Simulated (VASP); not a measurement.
# IrAuO2 (R-3m) in VASP: density of states with PBEsol

Aim: the density of states of IrAuO2 with PBEsol.

All numbers are computed with VASP 6.6.1; they aren't measurements. Logs are shortened: lines on timing, memory, paths and dates and some standing lists are left out, and cuts for length are marked.

### Step 1. The cell of the first run

Symmetry: R-3m, No. 166, trigonal system. The conventional cell has a = 3.148 Å, b = 3.148 Å, c = 18.078 Å, α = 90.00°, β = 90.00°, γ = 120.00°. Au (site symmetry -3m) has 2 O at 2.07 Å within 2.7 Å. Ir (site symmetry -3m) has 6 O at 2.05 Å within 2.7 Å. Within 2.7 Å of O (site symmetry 3m) lie 3 Ir at 2.05 Å and 1 Au at 2.07 Å and 3 O at 2.62 Å.

### Step 2. Density of states, PBEsol

Contents of POSCAR:

```
IrAuO2
1.0
    1.5740680596      0.9087886179      6.0259156747
   -1.5740680596      0.9087886179      6.0259156747
    0.0000000000     -1.8175772358      6.0259156747
Au Ir O
1 1 2
Direct
    0.0000000000      0.0000000000      0.0000000000
    0.5000000000      0.5000000000      0.5000000000
    0.1145709805      0.1145709805      0.1145709805
    0.8854290195      0.8854290195      0.8854290195
```

Contents of INCAR.step1:

```
PREC = Accurate
ENCUT = 520
EDIFF = 1E-6
ISMEAR = 0
SIGMA = 0.05
LREAL = False
LASPH = True
NELM = 100
ALGO = Normal
ISIF = 2
LWAVE = False
LCHARG = True
LMAXMIX = 4
GGA = PS
NBANDS = 24
```

Contents of KPOINTS.step1:

```
regular mesh
0
Gamma
  12 12 12
```

Contents of INCAR.step2:

```
PREC = Accurate
ENCUT = 520
EDIFF = 1E-6
ISMEAR = -5
SIGMA = 0.05
LREAL = False
LASPH = True
NELM = 100
ALGO = Normal
ISIF = 2
LWAVE = False
LCHARG = False
LMAXMIX = 4
GGA = PS
LORBIT = 11
NBANDS = 24
NEDOS = 1001
ICHARG = 11
```

Contents of KPOINTS.step2:

```
regular mesh
0
Gamma
  18 18 18
```

Potentials or basis: VASP PAW PBE potentials, release 64 (Au, Ir, O).

On the command line:

```
cat potpaw_PBE.64/Au/POTCAR potpaw_PBE.64/Ir/POTCAR potpaw_PBE.64/O/POTCAR > POTCAR
cp INCAR.step1 INCAR
cp KPOINTS.step1 KPOINTS
mpirun -np 1 vasp_std > vasp.out
cp INCAR.step2 INCAR
cp KPOINTS.step2 KPOINTS
mpirun -np 1 vasp_std > vasp.out
```

OUTCAR:

```text
PREC = Accurate
   ENCUT = 520
   EDIFF = 1E-6
   ISMEAR = -5
   LREAL = False
   LASPH = True
   NELM = 100
   ISIF = 2
   GGA = PS
   LORBIT = 11
   ICHARG = 11

 ion  position               nearest neighbor table
   1  0.000  0.000  0.000-   3 2.07   4 2.07
   2  0.500  0.500  0.500-   3 2.05   4 2.05   3 2.05   3 2.05   4 2.05   4 2.05
   3  0.115  0.115  0.115-   2 2.05   2 2.05   2 2.05   1 2.07
   4  0.885  0.885  0.885-   2 2.05   2 2.05   2 2.05   1 2.07

  LATTYP: Found a trigonal (rhomboedric) cell.
 ALAT       =     6.2940644044
 COS(alpha) =     0.8749122895

  Lattice vectors:

 A1 = (   1.5740680596,   0.9087886179,   6.0259156747)
 A2 = (  -1.5740680596,   0.9087886179,   6.0259156747)
 A3 = (   0.0000000000,  -1.8175772358,   6.0259156747)

Analysis of symmetry for initial positions (statically):
=====================================================================
 Subroutine PRICEL returns:
 Original cell was already a primitive cell.

 Routine SETGRP: Setting up the symmetry group for a
 trigonal (rhombohedral) supercell.

 Subroutine GETGRP returns: Found 12 space group operations
 (whereof 12 operations were pure point group operations)
 out of a pool of 12 trial point group operations.

The static configuration has the point symmetry D_3d.

Analysis of symmetry for dynamics (positions and initial velocities):
=====================================================================
 Subroutine PRICEL returns:
 Original cell was already a primitive cell.

 Routine SETGRP: Setting up the symmetry group for a
 trigonal (rhombohedral) supercell.

 Subroutine GETGRP returns: Found 12 space group operations
 (whereof 12 operations were pure point group operations)
 out of a pool of 12 trial point group operations.

The dynamic configuration has the point symmetry D_3d.

 Subroutine INISYM returns: Found 12 space group operations
 (whereof 12 operations are pure point group operations),
 and found     1 'primitive' translations

----------------------------------------------------------------------------------------

                                     Primitive cell

  volume of cell :      51.7203

  direct lattice vectors                    reciprocal lattice vectors
     1.574068060  0.908788618  6.025915675     0.317648273  0.183394316  0.055316628
    -1.574068060  0.908788618  6.025915675    -0.317648273  0.183394316  0.055316628
     0.000000000 -1.817577236  6.025915675     0.000000000 -0.366788631  0.055316628

  length of vectors
     6.294064404  6.294064404  6.294064404     0.370936422  0.370936422  0.370936422

  position of ions in fractional coordinates (direct lattice)
     0.000000000  0.000000000  0.000000000
     0.500000000  0.500000000  0.500000000
     0.114570980  0.114570980  0.114570980
     0.885429020  0.885429020  0.885429020

  ion indices of the primitive-cell ions
   primitive index   ion index
                 1           1
                 2           2
                 3           3
                 4           4

----------------------------------------------------------------------------------------

 KPOINTS: regular mesh

Automatic generation of k-mesh.
 Grid dimensions read from file:
 generate k-points for:   18   18   18

 Generating k-lattice:

  Cartesian coordinates                     Fractional coordinates (reciprocal lattice)
     0.017647126  0.010188573  0.003073146     0.055555556  0.000000000  0.000000000
    -0.017647126  0.010188573  0.003073146     0.000000000  0.055555556  0.000000000
     0.000000000 -0.020377146  0.003073146     0.000000000  0.000000000  0.055555556

  Length of vectors
     0.020607579  0.020607579  0.020607579

  Shift w.r.t. Gamma in fractional coordinates (k-lattice)
     0.000000000  0.000000000  0.000000000

 TETIRR: Found   2916 inequivalent tetrahedra from    34992

 Subroutine IBZKPT returns following result:
 ===========================================

 Found    580 irreducible k-points:

 Following reciprocal coordinates:
            Coordinates               Weight
  0.000000  0.000000  0.000000      1.000000
  0.055556 -0.000000 -0.000000      6.000000
  0.111111 -0.000000 -0.000000      6.000000
  0.166667  0.000000 -0.000000      6.000000
  0.222222  0.000000  0.000000      6.000000
  0.277778  0.000000  0.000000      6.000000
[... 16 lines left out ...]
 -0.277778  0.055556 -0.000000     12.000000
 -0.222222  0.055556 -0.000000     12.000000
 [... further k-points ...]
   k-points           NKPTS =    580   k-points in BZ     NKDIM =    580   number of bands    NBANDS=     24
   number of dos      NEDOS =   1001   number of ions     NIONS =      4
   total plane-waves  NPLWV = 110592
   dimension x,y,z NGX =    48 NGY =   48 NGZ =   48
   dimension x,y,z NGXF=    96 NGYF=   96 NGZF=   96
   ions per type =               1   1   2
   NGX,Y,Z   is equivalent  to a cutoff of  12.68, 12.68, 12.68 a.u.
   NGXF,Y,Z  is equivalent  to a cutoff of  25.36, 25.36, 25.36 a.u.
 SYSTEM =  unknown system
   PREC   = accura    normal or accurate (medium, high low for compatibility)
   ISTART =      0    job   : 0-new  1-cont  2-samecut
   ICHARG =     11    charge: 1-file 2-atom 10-const
   ISPIN  =      1    spin polarized calculation?
   LNONCOLLINEAR =      F non collinear calculations
   LSORBIT =      F    spin-orbit coupling
   LASPH  =      T    aspherical Exc in radial PAW
   ENCUT  =  520.0 eV  38.22 Ry    6.18 a.u.  11.70 11.70 11.70*2*pi/ulx,y,z
   NELM   =    100;   NELMIN=  2; NELMDL=  0     # of ELM steps
   EDIFF  = 0.1E-05   stopping-criterion for ELM
   LREAL  =      F    real-space projection
[... 7 lines left out ...]
   TEBEG  =    0.0;   TEEND  =   0.0 temperature during run
   PSTRESS=    0.0 pullay stress
   NELECT =      32.0000    total number of electrons
   NUPDOWN=      -1.0000    fix difference up-down
   EMIN   =  10.00;   EMAX   =-10.00  energy-range for DOS
   EFERMI =   0.00;   METHOD = LEGACY
   ISMEAR =    -5;   SIGMA  =   0.05  broadening in eV -4-tet -1-fermi 0-gaus
   EFERMI_NEDOS =   21; number of points for ismear=-14 and -15
   IALGO  =     38    algorithm
   IMIX   =      4    mixing-type and parameters
     AMIX     =   0.40;   BMIX     =  1.00
     AMIX_MAG =   1.60;   BMIX_MAG =  1.00
  volume/ion in A,a.u.               =      12.93        87.26
  Fermi-wavevector in a.u.,A,eV,Ry     =   1.394991  2.636150 26.476918  1.945999
  Thomas-Fermi vector in A             =   2.518486
   LORBIT       =     11    0 simple, 1 ext, 2 COOP (PROOUT), +10 PAW based schemes
   GGA     = PS    functional components
   LHFCALC =     F    Hartree Fock is set to
   AEXX    =    0.0000 exact exchange contribution
   IVDW    =     0    specifies the selected vdW correction
   LEPSILON=     F    determine dielectric tensor
   LRPA    =     F    only Hartree local field effects (RPA)
 non-spin polarized calculation
 Fermi weights with tetrahedron method with Bloechl corrections
  energy-cutoff  :      520.00
  volume of cell :       51.72
 maximum number of plane-waves:      1415

 number of electron      32.0000002 magnetization

 Free energy of the ion-electron system (eV)
  ---------------------------------------------------
  ext. energy  EPLUGINS =         0.00000000
  ---------------------------------------------------
  free energy    TOTEN  =       -25.32314789 eV

  energy without entropy =      -25.32314789  energy(sigma->0) =      -25.32314789

 E-fermi :   6.6230     XC(G=0): -12.1261

 val. band max:        6.6099957867   @ k =  -0.2778   0.4444   0.1111
 cond. band min:       7.2153819569   @ k =   0.3889   0.3889   0.0556
 fundamental gap:      0.6053861701
 Fermi energy:         6.6229736189

 k-point     1 :       0.0000    0.0000    0.0000
  band No.  band energies     occupation
      1     -14.8401      2.00000
      2     -12.9175      2.00000
      3      -2.9554      2.00000
      4      -1.6869      2.00000
      5      -1.6869      2.00000
      6       0.7553      2.00000
[... 16 lines left out ...]
     23      21.1777      0.00000
     24      21.4781      0.00000

 k-point     2 :       0.0556   -0.0000   -0.0000
  band No.  band energies     occupation
      1     -14.8064      2.00000
      2     -12.9369      2.00000
      3      -2.9161      2.00000
      4      -1.6923      2.00000
      5      -1.6519      2.00000
      6       0.7958      2.00000
[... 16 lines left out ...]
     23      21.0665      0.00000
     24      21.1370      0.00000

 k-point     3 :       0.1111   -0.0000   -0.0000
  band No.  band energies     occupation
      1     -14.7087      2.00000
      2     -12.9924      2.00000
      3      -2.8019      2.00000
      4      -1.7006      2.00000
      5      -1.5508      2.00000
      6       0.8655      2.00000
[... 16 lines left out ...]
     23      20.2524      0.00000
     24      20.6003      0.00000

 k-point     4 :       0.1667    0.0000   -0.0000
  band No.  band energies     occupation
      1     -14.5563      2.00000
      2     -13.0758      2.00000
      3      -2.6250      2.00000
      4      -1.6952      2.00000
      5      -1.3943      2.00000
      6       0.7108      2.00000
[... 16 lines left out ...]
     23      19.2770      0.00000
     24      19.3448      0.00000

 k-point     5 :       0.2222    0.0000    0.0000
  band No.  band energies     occupation
      1     -14.3651      2.00000
      2     -13.1754      2.00000
      3      -2.4082      2.00000
      4      -1.6671      2.00000
      5      -1.2013      2.00000
      6       0.2662      2.00000
[... 16 lines left out ...]
     23      18.4496      0.00000
     24      19.0198      0.00000

 k-point     6 :       0.2778    0.0000    0.0000
  band No.  band energies     occupation
      1     -14.1568      2.00000
      2     -13.2767      2.00000
      3      -2.1948      2.00000
      4      -1.6254      2.00000
      5      -0.9974      2.00000
      6      -0.1529      2.00000
[... 16 lines left out ...]
     23      17.7318      0.00000
     24      19.7933      0.00000
[... 379 lines left out ...]
 k-point    21 :      -0.3889    0.0556    0.0000
  band No.  band energies     occupation
      1     -13.7591      2.00000
      2     -13.4205      2.00000
      3      -2.1985      2.00000
      4      -1.3541      2.00000
      5      -0.6878      2.00000
      6      -0.1805      2.00000
[... 16 lines left out ...]
     23      16.5927      0.00000
     24      18.0127      0.00000

 k-point    22 :      -0.3333    0.0556    0.0000
  band No.  band energies     occupation
      1     -13.8753      2.00000
      2     -13.3870      2.00000
      3      -2.1133      2.00000
      4      -1.4647      2.00000
      5      -0.7984      2.00000
      6      -0.3213      2.00000
[... 16 lines left out ...]
     23      16.9108      0.00000
     24      18.3936      0.00000

 k-point    23 :      -0.2778    0.0556   -0.0000
  band No.  band energies     occupation
      1     -14.0493      2.00000
      2     -13.3175      2.00000
      3      -2.1490      2.00000
      4      -1.5535      2.00000
      5      -0.9365      2.00000
      6      -0.2519      2.00000
[... 16 lines left out ...]
     23      17.3888      0.00000
     24      18.9569      0.00000

 k-point    24 :      -0.2222    0.0556   -0.0000
  band No.  band energies     occupation
      1     -14.2504      2.00000
      2     -13.2258      2.00000
      3      -2.3171      2.00000
      4      -1.6183      2.00000
      5      -1.1085      2.00000
      6       0.0635      2.00000
[... 16 lines left out ...]
     23      18.0169      0.00000
     24      19.4514      0.00000

 [... further k-points ...]
[... 5 lines left out ...]
  --------------------------------------------------------------------------------------
  -------------------------------------------------------------------------------------
  Total        0.5187747      0.5187747      0.2823101      0.0000000      0.0000000      0.0000000
  in kB       16.0704747     16.0704747      8.7453337      0.0000000      0.0000000      0.0000000
  external PRESSURE =      13.6287610 kB  Pullay stress =       0.0000000 kB

 VOLUME and BASIS-vectors are now :
 -----------------------------------------------------------------------------
  energy-cutoff  :      520.00
  volume of cell :       51.72
      direct lattice vectors                 reciprocal lattice vectors
     1.574068060  0.908788618  6.025915675     0.317648273  0.183394316  0.055316628
    -1.574068060  0.908788618  6.025915675    -0.317648273  0.183394316  0.055316628
     0.000000000 -1.817577236  6.025915675     0.000000000 -0.366788631  0.055316628

 POSITION                                       TOTAL-FORCE (eV/Angst)
 -----------------------------------------------------------------------------------
      0.00000      0.00000      0.00000         0.000000     -0.000000      0.000000
      0.00000      0.00000      9.03887         0.000000     -0.000000      0.000000
      0.00000      0.00000      2.07119         0.000000      0.000000     -0.149755
      0.00000      0.00000     16.00656         0.000000     -0.000000      0.149755
 -----------------------------------------------------------------------------------
    total drift:                               -0.000000      0.000000     -0.000000

  FREE ENERGIE OF THE ION-ELECTRON SYSTEM (eV)
  ---------------------------------------------------
  free  energy   TOTEN  =       -25.3231478887 eV

  energy  without entropy=      -25.3231478887  energy(sigma->0) =      -25.32314789

 total charge

# of ion       s       p       d       tot
------------------------------------------
    1        0.572   0.268   8.733   9.574
    2        0.576   0.666   7.077   8.319
    3        1.544   3.417   0.000   4.961
    4        1.544   3.417   0.000   4.961
--------------------------------------------------
tot          4.236   7.769  15.810  27.816
```

It took 23 min on 1 thread of Intel Xeon Platinum 8488C (Sapphire Rapids), shared host; peak memory 0.91 GiB.

What came out:

| Item | Value |
| --- | --- |
| Valence electrons inside the program's atomic spheres | Au 9.57; Ir 8.32; O 4.96 |

Caveat: the PAW data sets were made with another functional, which shifts forces and pressure a little; spin-orbit coupling is left out, which moves the levels of the heavy elements.
